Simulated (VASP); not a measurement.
# Bi2TePd2 (R-3m) in VASP: further runs

Aim: see how the results for Bi2TePd2 move with the level of theory and the settings. Levels: PBE, RPBE. Tasks: single point, relaxation of cell and atoms.

All numbers are computed with VASP 6.6.1; they aren't measurements. Logs are shortened: lines on timing, memory, paths and dates and some standing lists are left out, and cuts for length are marked.

## 1. The cell of the first run

The structure is trigonal, space group R-3m (No. 166). The conventional cell has a = 4.346 Å, b = 4.346 Å, c = 23.532 Å, α = 90.00°, β = 90.00°, γ = 120.00°. Bi (site symmetry 3m) has 6 Pd at 2.83 to 3.38 Å and 3 Te at 3.29 Å and 1 Bi at 3.57 Å within 3.7 Å. Within 3.5 Å of Pd (site symmetry 3m) lie 3 Pd at 2.68 Å and 6 Bi at 2.83 to 3.38 Å. Te (site symmetry -3m) has 6 Bi at 3.29 Å and 8 Pd at 4.26 to 4.40 Å and 6 Te at 4.35 Å within 4.4 Å.

## 2. Single point, PBE

File INCAR:

```
SYSTEM = Bi2TePd2
PREC = Accurate ; ENCUT = 500
EDIFF = 1E-6 ; ISMEAR = 0
SIGMA = 0.005 ; LREAL = .FALSE.
LASPH = .TRUE. ; NELM = 120
ALGO = Normal ; ISIF = 2
LWAVE = .FALSE. ; LCHARG = .TRUE.
GGA = PE ; LELF = .TRUE.
LVHAR = .TRUE. ; NBANDS = 36
GGA_COMPAT = .FALSE.
```

File KPOINTS:

```
regular mesh
0
G
  5 5 5
  0 0 0
```

File POSCAR:

```
Bi2TePd2
1.0
    4.3457563903      0.0000003172      0.0000000789
   -2.1728784699      3.7635352740     -0.0000000394
   -2.1728784291      1.2545116523      7.8440271026
Bi Pd Te
2 2 1
Direct
    0.4240584291      0.5759415709      0.2721752873
    0.5759415709      0.4240584291      0.7278247127
    0.1867723739      0.8132276261      0.5603171218
    0.8132276261      0.1867723739      0.4396828782
    0.0000000000      0.0000000000      0.0000000000
```

Potentials or basis: VASP PAW PBE potentials, release 64 (Bi_d, Pd, Te).

Launch:

```console
> cat potpaw_PBE.64/Bi_d/POTCAR potpaw_PBE.64/Pd/POTCAR potpaw_PBE.64/Te/POTCAR > POTCAR
> mpirun -np 1 vasp_std > vasp.out
```

OUTCAR:

```text
SYSTEM = Bi2TePd2
   PREC = Accurate
   ENCUT = 500
   EDIFF = 1E-6
   ISMEAR = 0
   LREAL = .FALSE.
   LASPH = .TRUE.
   NELM = 120
   ISIF = 2
   GGA = PE

 ion  position               nearest neighbor table
   1  0.424  0.576  0.272-   4 2.83   4 2.83   4 2.83   5 3.29   5 3.29   5 3.29   3 3.38   3 3.38
                             3 3.38   2 3.57
   2  0.576  0.424  0.728-   3 2.83   3 2.83   3 2.83   5 3.29   5 3.29   5 3.29   4 3.38   4 3.38
                             4 3.38   1 3.57
   3  0.187  0.813  0.560-   4 2.68   4 2.68   4 2.68   2 2.83   2 2.83   2 2.83   1 3.38   1 3.38
                             1 3.38
   4  0.813  0.187  0.440-   3 2.68   3 2.68   3 2.68   1 2.83   1 2.83   1 2.83   2 3.38   2 3.38
                             2 3.38
   5  0.000  0.000  0.000-   2 3.29   1 3.29   2 3.29   1 3.29   2 3.29   1 3.29

  LATTYP: Found a trigonal (rhomboedric) cell.
 ALAT       =     8.2355304224
 COS(alpha) =     0.8607748779

  Lattice vectors:

 A1 = (   0.0000000408,  -2.5090236217,   7.8440271420)
 A2 = (   2.1728779612,   1.2545119695,   7.8440271815)
 A3 = (  -2.1728784291,   1.2545116523,   7.8440271026)

Analysis of symmetry for initial positions (statically):
=====================================================================
 Subroutine PRICEL returns:
 Original cell was already a primitive cell.

 Routine SETGRP: Setting up the symmetry group for a
 trigonal (rhombohedral) supercell.

 Subroutine GETGRP returns: Found 12 space group operations
 (whereof 12 operations were pure point group operations)
 out of a pool of 12 trial point group operations.

The static configuration has the point symmetry D_3d.

Analysis of symmetry for dynamics (positions and initial velocities):
=====================================================================
 Subroutine PRICEL returns:
 Original cell was already a primitive cell.

 Routine SETGRP: Setting up the symmetry group for a
 trigonal (rhombohedral) supercell.

 Subroutine GETGRP returns: Found 12 space group operations
 (whereof 12 operations were pure point group operations)
 out of a pool of 12 trial point group operations.

The dynamic configuration has the point symmetry D_3d.

 Subroutine INISYM returns: Found 12 space group operations
 (whereof 12 operations are pure point group operations),
 and found     1 'primitive' translations

----------------------------------------------------------------------------------------
[... 93 lines left out ...]
   EDIFF  = 0.1E-05   stopping-criterion for ELM
   LREAL  =      F    real-space projection
   EDIFFG = 0.1E-04   stopping-criterion for IOM
   NSW    =      0    number of steps for IOM
   IBRION =     -1    ionic relax: 0-MD 1-quasi-New 2-CG
   NFREE  =      0    steps in history (QN), initial steepest desc. (CG)
   ISIF   =      2    stress and relaxation
   ISYM   =      2    0-nonsym 1-usesym 2-fastsym
   POTIM  = 0.5000    time-step for ionic-motion
   TEBEG  =    0.0;   TEEND  =   0.0 temperature during run
   PSTRESS=    0.0 pullay stress
   NELECT =      56.0000    total number of electrons
   NUPDOWN=      -1.0000    fix difference up-down
   EMIN   =  10.00;   EMAX   =-10.00  energy-range for DOS
   EFERMI =   0.00;   METHOD = LEGACY
   ISMEAR =     0;   SIGMA  =   0.01  broadening in eV -4-tet -1-fermi 0-gaus
   EFERMI_NEDOS =   21; number of points for ismear=-14 and -15
   IALGO  =     38    algorithm
   IMIX   =      4    mixing-type and parameters
     AMIX     =   0.40;   BMIX     =  1.00
     AMIX_MAG =   1.60;   BMIX_MAG =  1.00
  volume/ion in A,a.u.               =      25.66       173.15
  Fermi-wavevector in a.u.,A,eV,Ry     =   1.241854  2.346765 20.982937  1.542202
  Thomas-Fermi vector in A             =   2.376234
   LORBIT       =      0    0 simple, 1 ext, 2 COOP (PROOUT), +10 PAW based schemes
   GGA     = PE    functional components
   LHFCALC =     F    Hartree Fock is set to
   AEXX    =    0.0000 exact exchange contribution
   IVDW    =     0    specifies the selected vdW correction
   LEPSILON=     F    determine dielectric tensor
   LRPA    =     F    only Hartree local field effects (RPA)
 non-spin polarized calculation
 Gauss-broadening in eV      SIGMA  =   0.01
  energy-cutoff  :      500.00
  volume of cell :      128.29
 maximum number of plane-waves:      3268
   NGX = 15   NGY = 15   NGZ = 31

 number of electron      56.0000002 magnetization

 Free energy of the ion-electron system (eV)
  ---------------------------------------------------
  ext. energy  EPLUGINS =         0.00000000
  ---------------------------------------------------
  free energy    TOTEN  =       -22.07807620 eV

  energy without entropy =      -22.07799140  energy(sigma->0) =      -22.07803380

 E-fermi :   7.4952     XC(G=0): -10.5066

 val. band max:        7.4917527605   @ k =   0.2000   0.0000   0.0000
 cond. band min:       7.5605325042   @ k =  -0.4000   0.2000  -0.0000
 fundamental gap:      0.0687797437
 Fermi energy:         7.4951731122

 k-point     1 :       0.0000    0.0000    0.0000
  band No.  band energies     occupation
      1     -15.5022      2.00000
      2     -15.4772      2.00000
      3     -15.4772      2.00000
      4     -15.4615      2.00000
      5     -15.4615      2.00000
      6     -15.4424      2.00000
[... 730 lines left out ...]
     35      13.2855      0.00000
     36      13.4937      0.00000

------------------------ aborting loop because EDIFF is reached ----------------------------------------

  FORCE on cell =-STRESS in cart. coord.  units (eV):
  Direction    XX          YY          ZZ          XY          YZ          ZX
  --------------------------------------------------------------------------------------
  -------------------------------------------------------------------------------------
  Total       -0.0176700     -0.0176700     -0.0140115      0.0000000     -0.0000000     -0.0000000
  in kB       -0.2206718     -0.2206718     -0.1749825      0.0000000     -0.0000000     -0.0000000
  external PRESSURE =      -0.2054420 kB  Pullay stress =       0.0000000 kB

 VOLUME and BASIS-vectors are now :
 -----------------------------------------------------------------------------
  energy-cutoff  :      500.00
  volume of cell :      128.29
      direct lattice vectors                 reciprocal lattice vectors
     4.345756390  0.000000317  0.000000079     0.230109529  0.132853821  0.042495183
    -2.172878470  3.763535274 -0.000000039    -0.000000019  0.265707609 -0.042495178
    -2.172878429  1.254511652  7.844027103    -0.000000002 -0.000000000  0.127485535

 POSITION                                       TOTAL-FORCE (eV/Angst)
 -----------------------------------------------------------------------------------
     -0.00000      2.50902      2.13495         0.000000     -0.000000     -0.007727
     -0.00000      2.50902      5.70908        -0.000000      0.000000      0.007727
     -2.17288      3.76354      4.39514         0.000000     -0.000000     -0.015924
      2.17288      1.25451      3.44888        -0.000000      0.000000      0.015924
      0.00000      0.00000      0.00000         0.000000      0.000000     -0.000000
 -----------------------------------------------------------------------------------
    total drift:                               -0.000000      0.000000     -0.000000

  FREE ENERGIE OF THE ION-ELECTRON SYSTEM (eV)
  ---------------------------------------------------
  free  energy   TOTEN  =       -22.0780762022 eV

  energy  without entropy=      -22.0779914000  energy(sigma->0) =      -22.07803380
```

OSZICAR:

```text
N       E                     dE             d eps       ncg     rms          rms(c)
DAV:   1     0.545504397149E+03    0.54550E+03   -0.26694E+04  1368   0.165E+03
DAV:   2     0.313600141695E+02   -0.51414E+03   -0.50003E+03  1384   0.447E+02
DAV:   3    -0.203710110492E+02   -0.51731E+02   -0.50332E+02  1640   0.151E+02
DAV:   4    -0.223447772924E+02   -0.19738E+01   -0.19622E+01  1544   0.308E+01
DAV:   5    -0.224352447505E+02   -0.90467E-01   -0.90452E-01  1904   0.655E+00    0.699E+00
DAV:   6    -0.221384235497E+02    0.29682E+00   -0.51594E-01  1584   0.500E+00    0.414E+00
DAV:   7    -0.221140584821E+02    0.24365E-01   -0.66842E-01  1500   0.507E+00    0.207E+00
DAV:   8    -0.220790218366E+02    0.35037E-01   -0.14537E-01  1592   0.230E+00    0.556E-01
DAV:   9    -0.220781663638E+02    0.85547E-03   -0.23983E-02  1536   0.107E+00    0.223E-01
DAV:  10    -0.220781400433E+02    0.26321E-04   -0.11105E-03  1624   0.202E-01    0.196E-01
DAV:  11    -0.220781449248E+02   -0.48814E-05   -0.24437E-04  1640   0.871E-02    0.104E-01
DAV:  12    -0.220780855100E+02    0.59415E-04   -0.35491E-04  1644   0.111E-01    0.454E-02
DAV:  13    -0.220780798045E+02    0.57055E-05   -0.28458E-05  1548   0.288E-02    0.364E-02
DAV:  14    -0.220780774075E+02    0.23970E-05   -0.64476E-06  1496   0.147E-02    0.173E-02
DAV:  15    -0.220780763304E+02    0.10771E-05   -0.41680E-06  1252   0.109E-02    0.239E-03
DAV:  16    -0.220780762022E+02    0.12813E-06   -0.94178E-07   792   0.719E-03
   1 F= -.22078076E+02 E0= -.22078034E+02  d E =-.848022E-04
```

stdout:

```text
POSCAR found type information on POSCAR BiPdTe
 POSCAR found :  3 types and       5 ions
 scaLAPACK will be used
 LDA part: xc-table for (Slater+PW92), standard interpolation
 POSCAR, INCAR and KPOINTS ok, starting setup
 FFT: planning ... GRIDC
 FFT: planning ... GRID_SOFT
 FFT: planning ... GRID
 WAVECAR not read
 entering main loop
```

Run time: 39 s. Hardware: 1 thread of Intel Xeon 6975P-C (Granite Rapids), shared host; peak memory 0.28 GiB.

What came out:

| Quantity | Value |
| --- | --- |
| Free energy | -22.0781 eV |
| Pressure | 0.0 GPa |
| Largest force | 0.016 eV/Å |
| Band gap on the k mesh | zero (bands 28 and 29 overlap by 2.12 eV) |

Forces in eV/Å, atoms in the order of the input:
```
Bi   0.000  0.000 -0.008
Bi   0.000  0.000  0.008
Pd   0.000  0.000 -0.016
Pd   0.000  0.000  0.016
Te   0.000  0.000  0.000
```

Caveat: spin-orbit coupling is left out, which moves the levels of the heavy elements.

## 3. Single point, RPBE

This run uses another cell than the first one, of 26.42 Å³/atom.

File INCAR:

```
ALGO = Normal
EDIFF = 1E-6
ENCUT = 500
GGA = RP
GGA_COMPAT = False
ISIF = 2
ISMEAR = 1
LASPH = True
LCHARG = True
LELF = True
LREAL = False
LVHAR = True
LWAVE = False
NBANDS = 36
NELM = 120
PREC = Accurate
SIGMA = 0.0135
```

File KPOINTS:

```
k-points
0
Gamma
  5 5 5
```

File POSCAR:

```
Bi2TePd2
1.0
    4.3988348579      0.0000003211      0.0000000798
   -2.1994177071      3.8095025735     -0.0000000399
   -2.1994176647      1.2698340841      7.8823675370
Bi Pd Te
2 2 1
Direct
    0.4243236633      0.5756763367      0.2729709900
    0.5756763367      0.4243236633      0.7270290100
    0.1864997501      0.8135002499      0.5594992503
    0.8135002499      0.1864997501      0.4405007497
    0.0000000000      0.0000000000      0.0000000000
```

Potentials or basis: VASP PAW PBE potentials, release 64 (Bi_d, Pd, Te).

Launch:

```console
> cat potpaw_PBE.64/Bi_d/POTCAR potpaw_PBE.64/Pd/POTCAR potpaw_PBE.64/Te/POTCAR > POTCAR
> mpirun -np 1 vasp_std > vasp.out
```

It took 38 s on 1 thread of Intel Xeon 6975P-C (Granite Rapids), shared host; peak memory 0.28 GiB.

The run converged. Its results:

```
Free energy            : -19.7919 eV
Pressure               : 0.0 GPa
Largest force          : 0.015 eV/Å
Band gap on the k mesh : zero (bands 28 and 29 overlap by 2.07 eV)
```

Forces in eV/Å, atoms in the order of the input:
```
Bi   0.000  0.000 -0.008
Bi   0.000  0.000  0.008
Pd   0.000  0.000 -0.015
Pd   0.000  0.000  0.015
Te   0.000  0.000  0.000
```

Levels at points of the mesh, in eV from the Fermi level:
| k point | band 26 | band 27 | band 28 | band 29 | band 30 | band 31 |
| --- | --- | --- | --- | --- | --- | --- |
| (0.00, 0.00, 0.00) | -1.02 | -1.02 | 1.29 | 1.29 | 1.86 | 2.47 |

Caveat: the PAW data sets were made with another functional, which shifts forces and pressure a little; spin-orbit coupling is left out, which moves the levels of the heavy elements.

## 4. Relaxation of cell and atoms, PBE

This run uses another cell than the first one, of 24.87 Å³/atom.

File INCAR:

```
SYSTEM = Bi2TePd2
PREC = Accurate
ENCUT = 500
EDIFF = 1E-7
ISMEAR = 1
SIGMA = 0.0135
LREAL = .FALSE.
LASPH = .TRUE.
NELM = 120
ALGO = Normal
ISIF = 3
LWAVE = .FALSE.
LCHARG = .FALSE.
GGA = PE
IBRION = 2
NSW = 60
EDIFFG = -0.01
GGA_COMPAT = .FALSE.
NELMIN = 4
```

File KPOINTS:

```
regular mesh
0
G
  5 5 5
  0 0 0
```

File POSCAR:

```
Bi2TePd2
1.0
    3.9545050000      0.0000000000      0.0000000000
   -1.9772530000      3.4247070000      0.0000000000
   -1.9772530000      1.1415690000      9.1817980000
Bi Pd Te
2 2 1
Direct
    0.3980600000      0.6019400000      0.1941800000
    0.6019400000      0.3980600000      0.8058200000
    0.2116000000      0.7884000000      0.6348000000
    0.7884000000      0.2116000000      0.3652000000
    0.0000000000      0.0000000000      0.0000000000
```

Launch:

```console
> cat potpaw_PBE.64/Bi_d/POTCAR potpaw_PBE.64/Pd/POTCAR potpaw_PBE.64/Te/POTCAR > POTCAR
> mpirun -np 1 vasp_std > vasp.out
```

It took 18 min on 1 thread of Intel Xeon 6975P-C (Granite Rapids), shared host; peak memory 0.3 GiB.

The run converged. Its results:

- Free energy: -22.0781 eV
- Relaxed volume: 25.65 Å³/atom
- Relaxed cell: a = 4.343 Å, b = 4.343 Å, c = 8.243 Å, α = 74.73°, β = 105.27°, γ = 120.00°
- Space group after relaxing (to 0.1 Å): R-3m (No. 166)
- Energy gained by relaxing: 469.1 meV/atom
- Ionic steps: 33
- Pressure after relaxing: 0.0 GPa
- Largest force after relaxing: 0.010 eV/Å
- Band gap on the k mesh: zero (bands 28 and 29 overlap by 2.12 eV)

Forces in eV/Å, atoms in the order of the input:
```
Bi   0.000  0.000 -0.003
Bi   0.000  0.000  0.003
Pd   0.000  0.000  0.010
Pd   0.000  0.000 -0.010
Te   0.000  0.000  0.000
```

The path:
| step | energy change (eV) | largest force (eV/Å) | pressure (GPa) | volume (Å³) |
| --- | --- | --- | --- | --- |
| 1 | 0.0000 | 3.3415 | 9.81 | 124.35 |
| 2 | -0.8438 | 0.8762 | -4.98 | 153.79 |
| 3 | -0.9490 | 1.2974 | -2.43 | 145.21 |
| 4 | -1.1789 | 0.7270 | -1.22 | 140.28 |
| 5 | -1.2573 | 1.0995 | 0.73 | 135.57 |
| 6 | -1.3921 | 1.0883 | -0.11 | 135.25 |
| 7 | -1.7258 | 0.9537 | -1.93 | 134.30 |
| 8 | -1.8389 | 0.4988 | -0.19 | 132.40 |
| 9 | -1.9112 | 0.4619 | -2.21 | 133.35 |
| 10 | -1.9721 | 0.6400 | 3.22 | 124.04 |
| 11 | -1.9984 | 0.5504 | 1.07 | 127.11 |
| 12 | -2.1027 | 0.4537 | 1.12 | 126.71 |
| 13 | -2.0880 | 0.8534 | 2.47 | 124.49 |
| 14 | -2.1573 | 0.6697 | 1.62 | 125.58 |
| 15 | -2.1635 | 0.4133 | 1.33 | 126.19 |
| 16 | -2.1685 | 0.5422 | 1.44 | 125.93 |
| 17 | -2.2041 | 0.4111 | -2.40 | 131.98 |
| 18 | -2.2150 | 0.4082 | -1.26 | 129.93 |
| 19 | -2.2816 | 0.3122 | -0.42 | 128.07 |
| 20 | -2.2916 | 0.3183 | 0.94 | 125.64 |
| 21 | -2.2987 | 0.3648 | 0.28 | 126.76 |
| 22 | -2.2994 | 0.3568 | 0.43 | 126.50 |
| 23 | -2.3182 | 0.2690 | -0.19 | 127.84 |
| 24 | -2.3192 | 0.2952 | -0.37 | 128.26 |
| 25 | -2.3320 | 0.2237 | 0.66 | 126.98 |
| 26 | -2.3320 | 0.2208 | 0.70 | 126.93 |
| 27 | -2.3416 | 0.1225 | 0.02 | 128.28 |
| 28 | -2.3425 | 0.1118 | -0.21 | 128.78 |
| 29 | -2.3447 | 0.0816 | 0.03 | 128.34 |
| 30 | -2.3451 | 0.0599 | 0.20 | 128.03 |
| 31 | -2.3455 | 0.0187 | -0.16 | 128.54 |
| 32 | -2.3456 | 0.0115 | -0.04 | 128.37 |
| 33 | -2.3457 | 0.0096 | 0.00 | 128.27 |

Final structure:
```
Bi Pd Te
1.0
     4.34314    0.00000    0.00000
    -2.17157    3.76128    0.00000
    -2.17157    1.25376    7.85229
Bi Pd Te
2 2 1
Direct
  0.42406 0.57594 0.27217
  0.57594 0.42406 0.72783
  0.18657 0.81343 0.55971
  0.81343 0.18657 0.44029
  0.00000 0.00000 0.00000
```

Levels at points of the mesh, in eV from the Fermi level:
| k point | band 24 | band 25 | band 26 | band 27 | band 28 | band 29 | band 30 | band 31 | band 32 | band 33 |
| --- | --- | --- | --- | --- | --- | --- | --- | --- | --- | --- |
| (0.00, 0.00, 0.00) | -1.46 | -1.40 | -0.98 | -0.98 | 1.36 | 1.36 | 1.93 | 2.62 | 2.62 | 2.64 |

Caveat: the k points lie up to 0.34 Å⁻¹ apart in the final cell, too coarse for converged energies and pressures of a metal; spin-orbit coupling is left out, which moves the levels of the heavy elements.

(Continued in part 2 of 2.)
